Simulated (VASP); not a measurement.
# GaSb (I-4m2) in VASP: a series of runs, part 2 of 2

VASP 6.6.1.

## Step 6: Single point, PBE-based screened hybrid with 25 % exact exchange

POSCAR

```
GaSb
1.0
   -2.7534340000      2.7534340000      1.5907070000
    2.7534340000     -2.7534340000      1.5907070000
    2.7534340000      2.7534340000     -1.5907070000
Sb Ga
1 1
Direct
    0.0000000000      0.0000000000      0.0000000000
    0.7500000000      0.2500000000      0.5000000000
```

INCAR.step1

```
SYSTEM = GaSb
PREC = Accurate ; ENCUT = 520
EDIFF = 1E-5 ; ISMEAR = -1
SIGMA = 0.05 ; LREAL = .False.
LASPH = .True. ; NELM = 60
ALGO = Normal ; ISIF = 2
LWAVE = .True. ; LCHARG = .False.
NBANDS = 16 ; GGA = PE
LUSENCCL = .False.
```

INCAR.step2

```
SYSTEM = GaSb
PREC = Accurate ; ENCUT = 520
EDIFF = 1E-6 ; ISMEAR = -1
SIGMA = 0.05 ; LREAL = .False.
LASPH = .True. ; NELM = 60
ALGO = Normal ; ISIF = 2
LWAVE = .False. ; LCHARG = .False.
GGA = PE ; LHFCALC = .True.
AEXX = 0.25 ; HFSCREEN = 0.15
PRECFOCK = Normal ; NBANDS = 16
ISTART = 1 ; LUSENCCL = .False.
```

KPOINTS

```
regular mesh
0
Gamma
  5 5 5
  0 0 0
```

Potentials or basis: VASP PAW PBE potentials, release 64 (Sb, Ga_d).

Run with:

```sh
> cat potpaw_PBE.64/Sb/POTCAR potpaw_PBE.64/Ga_d/POTCAR > POTCAR
> cp INCAR.step1 INCAR
> mpirun -np 1 vasp_std > vasp.out
> cp INCAR.step2 INCAR
> mpirun -np 1 vasp_std > vasp.out
```

OUTCAR:

```text
SYSTEM = GaSb
   PREC = Accurate
   ENCUT = 520
   EDIFF = 1E-6
   ISMEAR = -1
   LREAL = .False.
   LASPH = .True.
   NELM = 60
   ISIF = 2
   GGA = PE
   LHFCALC = .True.
   AEXX = 0.25
   HFSCREEN = 0.15
   PRECFOCK = Normal
   ISTART = 1

 ion  position               nearest neighbor table
   1  0.000  0.000  0.000-   2 2.87   2 2.87   2 2.87   2 2.87
   2  0.750  0.250  0.500-   1 2.87   1 2.87   1 2.87   1 2.87

  LATTYP: Found a body centered tetragonal cell.
 ALAT       =     5.5068680000
 C/A-ratio  =     0.5777174975

  Lattice vectors:

 A1 = (  -2.7534340000,   2.7534340000,   1.5907070000)
 A2 = (   2.7534340000,  -2.7534340000,   1.5907070000)
 A3 = (   2.7534340000,   2.7534340000,  -1.5907070000)

Analysis of symmetry for initial positions (statically):
=====================================================================
 Subroutine PRICEL returns:
 Original cell was already a primitive cell.

 Routine SETGRP: Setting up the symmetry group for a
 body centered tetragonal supercell.

 Subroutine GETGRP returns: Found  8 space group operations
 (whereof  8 operations were pure point group operations)
 out of a pool of 16 trial point group operations.

The static configuration has the point symmetry D_2d.

Analysis of symmetry for dynamics (positions and initial velocities):
=====================================================================
 Subroutine PRICEL returns:
 Original cell was already a primitive cell.

 Routine SETGRP: Setting up the symmetry group for a
 body centered tetragonal supercell.

 Subroutine GETGRP returns: Found  8 space group operations
 (whereof  8 operations were pure point group operations)
 out of a pool of 16 trial point group operations.

[... 113 lines left out ...]
     AMIX_MAG =   1.60;   BMIX_MAG =  1.00
  volume/ion in A,a.u.               =      24.12       162.77
  Fermi-wavevector in a.u.,A,eV,Ry     =   1.178598  2.227228 18.899772  1.389094
  Thomas-Fermi vector in A             =   2.314924
   LORBIT       =      0    0 simple, 1 ext, 2 COOP (PROOUT), +10 PAW based schemes
   GGA     = PE    functional components
   LHFCALC =     T    Hartree Fock is set to
   PRECFOCK=normal    Normal, Fast or Accurate (Low or Medium for compatibility)
   ENCUT4O =  -1.0   cutoff for four orbital integrals eV
   NKREDX  =     1    reduce k-point grid by
   NKREDY  =     1    reduce k-point grid by
   NKREDZ  =     1    reduce k-point grid by
   AEXX    =    0.2500 exact exchange contribution
   HFSCREEN=    0.1500 screening length (either q_TF or 0.3 A-1)
   HFSCREENC=   0.1500 screening length for correlation (either q_TF or 0.3 A-1)
   ENCUTFOCK=  -1.0 apply spherical cutoff to Coloumb kernel
   IVDW    =     0    specifies the selected vdW correction
   LEPSILON=     F    determine dielectric tensor
   LRPA    =     F    only Hartree local field effects (RPA)
 non-spin polarized calculation
  energy-cutoff  :      520.00
  volume of cell :       48.24
 maximum number of plane-waves:      1311
  NGX = 24; NGY = 24; NGZ = 24

 number of electron      17.9999994 magnetization

 Free energy of the ion-electron system (eV)
  ---------------------------------------------------
  ext. energy  EPLUGINS =         0.00000000
  ---------------------------------------------------
  free energy    TOTEN  =        -8.42055845 eV

  energy without entropy =       -8.41015216  energy(sigma->0) =       -8.41535531

 E-fermi :   6.7018     XC(G=0):  -8.3895

 val. band max:        6.3535474369   @ k =   0.4000   0.4000   0.0000
 cond. band min:       6.7929387444   @ k =   0.4000   0.2000   0.0000
 fundamental gap:      0.4393913075
 Fermi energy:         6.7017539927

 k-point     1 :       0.0000    0.0000    0.0000
  band No.  band energies     occupation
      1     -11.4823      2.00000
      2     -11.3983      2.00000
      3     -11.3818      2.00000
      4     -11.3746      2.00000
      5     -11.3746      2.00000
      6      -7.0614      2.00000
[... 319 lines left out ...]
      3     -11.3891      2.00000
      4     -11.3891      2.00000
      5     -11.3553      2.00000
      6      -3.5814      2.00000
[... 8 lines left out ...]
     15      19.0713      0.00000
     16      19.9846      0.00000

------------------------ aborting loop because EDIFF is reached ----------------------------------------

  FORCE on cell =-STRESS in cart. coord.  units (eV):
  Direction    XX          YY          ZZ          XY          YZ          ZX
  --------------------------------------------------------------------------------------
  -------------------------------------------------------------------------------------
  Total       -0.7891715     -0.7891715     -0.5275524      0.0000000      0.0000000      0.0000000
  in kB      -26.2109324    -26.2109324    -17.5217163      0.0000000      0.0000000      0.0000000
  external PRESSURE =     -23.3145270 kB  Pullay stress =       0.0000000 kB

 VOLUME and BASIS-vectors are now :
 -----------------------------------------------------------------------------
  energy-cutoff  :      520.00
  volume of cell :       48.24
      direct lattice vectors                 reciprocal lattice vectors
    -2.753434000  2.753434000  1.590707000     0.000000000  0.181591424  0.314325643
     2.753434000 -2.753434000  1.590707000     0.181591424  0.000000000  0.314325643
     2.753434000  2.753434000 -1.590707000     0.181591424  0.181591424  0.000000000

 POSITION                                       TOTAL-FORCE (eV/Angst)
 -----------------------------------------------------------------------------------
      0.00000      0.00000      0.00000         0.000000     -0.000000      0.000000
      0.00000      2.75343      0.79535        -0.000000      0.000000     -0.000000
 -----------------------------------------------------------------------------------
    total drift:                                0.000000      0.000001     -0.000000

  FREE ENERGIE OF THE ION-ELECTRON SYSTEM (eV)
  ---------------------------------------------------
  free  energy   TOTEN  =        -8.4205584482 eV

  energy  without entropy=       -8.4101521644  energy(sigma->0) =       -8.41535531
```

OUTCAR.step1:

```text
SYSTEM = GaSb
   PREC = Accurate
   ENCUT = 520
   EDIFF = 1E-5
   ISMEAR = -1
   LREAL = .False.
[... 555 lines left out ...]
      0.00000      0.00000      0.00000        -0.000000      0.000000      0.000000
      0.00000      2.75343      0.79535         0.000000     -0.000000      0.000000
 -----------------------------------------------------------------------------------
    total drift:                               -0.000000      0.000000      0.000000

  FREE ENERGIE OF THE ION-ELECTRON SYSTEM (eV)
  ---------------------------------------------------
  free  energy   TOTEN  =        -6.8902565650 eV

  energy  without entropy=       -6.8793434921  energy(sigma->0) =       -6.88480003
```

Wall time 27 min (1 × NVIDIA H100 80GB with 1 thread of AMD EPYC 7R13 (Zen 3), shared host); peak memory 1.2 GiB.

What came out:

```yaml
Free_energy: -8.4206 eV
Pressure: -2.3 GPa
Band_gap_on_the_k_mesh: zero (bands 9 and 10 overlap by 3.07 eV)
```

Caveat: the k points lie up to 0.46 Å⁻¹ apart, too coarse for converged energies and pressures of a metal; the PAW data sets were made with another functional, which shifts forces and pressure a little; spin-orbit coupling is left out, which moves the levels of the heavy elements.

## Step 7: The runs side by side

| level | share of exact exchange | screening parameter | gap on the mesh (eV) | pressure (GPa) |
| --- | --- | --- | --- | --- |
| HSE06 | 0.25 | 0.2079 1/Å | none | -2.1 |
| r2SCAN50 | 0.5 | - | none | -5.6 |
| HF | 1 | - | none | -23.7 |
| PBE-based screened hybrid with 25 % exact exchange | 0.25 | 0.1 1/Å | none | -2.5 |
| PBE-based screened hybrid with 25 % exact exchange | 0.25 | 0.15 1/Å | none | -2.3 |

Alike in all rows: task single point; potentials or basis VASP PAW PBE potentials, release 64 (Sb, Ga_d); no spin polarisation; cell as given; k mesh 5 × 5 × 5; cutoff (eV) 520; smearing fermi-dirac 0.05 eV.

Caveats: all runs use coarse meshes; the PAW data sets were made with another functional, which shifts forces and pressure a little; spin-orbit coupling is left out, which moves the levels of the heavy elements.

Absolute energies hang on the potentials; compare differences alone.
